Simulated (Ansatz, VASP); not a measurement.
## Two plane-wave programs on Sr

INCAR

```
SYSTEM = Sr
PREC = Accurate ; ENCUT = 520
EDIFF = 1E-7 ; ISMEAR = 0
SIGMA = 0.1 ; LREAL = .False.
LASPH = .True. ; NELM = 80
ALGO = Normal ; ISIF = 2
LWAVE = .False. ; LCHARG = .False.
NBANDS = 17
```

The input KPOINTS:

```
Automatic mesh
0
Gamma
  6 6 2
  0 0 0
```

The input POSCAR:

```
Sr
1.0
    4.3028064890     -0.0250979513     -0.0719820616
   -2.1731387079      3.6811758389      0.0141751503
   -0.1177432734     -0.0412053815      7.0660029788
Sr
2
Direct
    0.3333333333      0.6666666667      0.2500000000
    0.6666666667      0.3333333333      0.7500000000
```

Input for Ansatz:

```yaml
crystal:
  lattice:
    - [4.302806489, -0.0250979513, -0.0719820616]
    - [-2.1731387079, 3.6811758389, 0.0141751503]
    - [-0.1177432734, -0.0412053815, 7.0660029788]
  atoms:
    - { symbol: Sr, position: [0.3333333333, 0.6666666667, 0.25] }
    - { symbol: Sr, position: [0.6666666667, 0.3333333333, 0.75] }
basis:
  ecutwfc: 420
kpoints:
  mp_grid: { grid: [6, 6, 2] }
hamiltonian:
  xc: lda
scf:
  occupations: { method: gaussian, width: 0.1 }
output:
  forces: true
  stress: true
  eigenvalues: true
```

Alike in both runs: task single point; functional LDA; k mesh 6 × 6 × 2; occupations gaussian, width 0.1 eV; no spin polarisation.

|  | VASP | Ansatz |
| --- | --- | --- |
| version | VASP 6.6.1 | Ansatz 0.2.0 |
| potentials or method | VASP PAW LDA potentials, release 64 (Sr_sv), cutoff 520 eV | scalar-relativistic, plane waves, PAW |
| valence electrons in the cell | 20 | 20 |

VASP gave:

* gap on the k mesh at the Fermi level (eV): none
* pressure (GPa): -1.4
* traceless stress, the component that is largest in VASP (GPa): 0.10
* rms of the force components (eV/Å): 0.008

Q: Which values does Ansatz return?

A: gap on the k mesh at the Fermi level (eV): none; pressure (GPa): -1.4; traceless stress, the component that is largest in VASP (GPa): 0.08; rms of the force components (eV/Å): 0.008.

LDA's correlation is that of Perdew and Zunger in VASP and of Perdew and Wang (1992) in Ansatz. Atom by atom the forces differ by 0.000 eV/Å (rms over components). A gap of «none» marks a metal or a gap that the smearing closes.

The k mesh is coarse, so the values compare programs but aren't converged.
